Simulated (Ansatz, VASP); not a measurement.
## One calculation of AsI, two programs

```
As I
1.0
     0.00000    3.17949    3.17949
     3.17949    0.00000    3.17949
     3.17949    3.17949    0.00000
As I
1 1
Direct
  0.00000 0.00000 0.00000
  0.50000 0.50000 0.50000
```

Alike in both runs: task single point; functional PBE; k mesh 6 × 6 × 6; occupations gaussian, width 0.1 eV; no spin polarisation.

|  | VASP | Ansatz |
| --- | --- | --- |
| version | VASP 6.6.1 | Ansatz 0.2.0 |
| potentials or method | VASP PAW PBE potentials, release 64 (As, I), cutoff 520 eV | scalar-relativistic, plane waves, PAW |
| valence electrons in the cell | 12 | 32 |

```csv
,VASP,Ansatz,Ansatz less VASP
gap on the k mesh at the Fermi level (eV),none,none,-
pressure (GPa),-3.2,-3.2,+0.02
```

A gap of «none» marks a metal or a gap that the smearing closes. VASP's potentials hold 12 valence electrons a cell and Ansatz's 32, so a difference there can come from the potentials and not from the codes.

Neither program's run includes spin-orbit coupling.
